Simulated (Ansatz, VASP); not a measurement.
# Two plane-wave programs on Hf

File INCAR:

```
ALGO     = Fast           # electronic algorithm
EDIFF    = 1E-6           # SCF threshold, eV
ENCUT    = 520            # plane-wave cutoff, eV
GGA      = PE             # functional
ISIF     = 2              # what is computed and relaxed
ISMEAR   = 0              # smearing method
LASPH    = T              # aspherical terms in the spheres
LCHARG   = T              # write CHGCAR
LELF     = T              # ELF
LREAL    = F              # projectors in reciprocal space
LVHAR    = T            
LWAVE    = F              # write WAVECAR
NBANDS   = 17             # bands
NELM     = 100            # most SCF steps
PREC     = Accurate       # precision mode
SIGMA    = 0.15           # smearing width, eV
```

File KPOINTS:

```
k-points
0
Gamma
  18 18 10
```

POSCAR

```
Hf
1.0
    3.1966985242      0.0000000000      0.0000000000
   -1.5983492621      2.7684221302      0.0000000000
    0.0000000000      0.0000000000      5.0578000000
Hf
2
Direct
    0.3333333333      0.6666666667      0.2500000000
    0.6666666667      0.3333333333      0.7500000000
```

Input for Ansatz:

```yaml
crystal:
  lattice:
    - [3.1966985242, 0.0, 0.0]
    - [-1.5983492621, 2.7684221302, 0.0]
    - [0.0, 0.0, 5.0578]
  atoms:
    - { symbol: Hf, position: [0.3333333333, 0.6666666667, 0.25] }
    - { symbol: Hf, position: [0.6666666667, 0.3333333333, 0.75] }
basis:
  ecutwfc: 420
kpoints:
  mp_grid: { grid: [18, 18, 10] }
hamiltonian:
  xc: pbe
scf:
  occupations: { method: gaussian, width: 0.15 }
output:
  forces: true
  stress: true
  eigenvalues: true
```

Alike in both runs: task single point; functional PBE; k mesh 18 × 18 × 10; occupations gaussian, width 0.15 eV; no spin polarisation.

|  | VASP | Ansatz |
| --- | --- | --- |
| version | VASP 6.6.1 | Ansatz 0.2.0 |
| potentials or method | VASP PAW PBE potentials, release 64 (Hf_pv), cutoff 520 eV | scalar-relativistic, plane waves, PAW |
| valence electrons in the cell | 20 | 52 |

Ansatz gave:

| Property | Result |
| --- | --- |
| gap on the k mesh at the Fermi level (eV) | none |
| pressure (GPa) | 0.8 |
| traceless stress, the component that is largest in VASP (GPa) | -0.03 |

Question: Which values does VASP return?

Answer: gap on the k mesh at the Fermi level (eV): none; pressure (GPa): 0.3; traceless stress, the component that is largest in VASP (GPa): -0.10.

A gap of «none» marks a metal or a gap that the smearing closes. VASP's potentials hold 20 valence electrons a cell and Ansatz's 52, so a difference there can come from the potentials and not from the codes.

Spin-orbit coupling is off throughout.
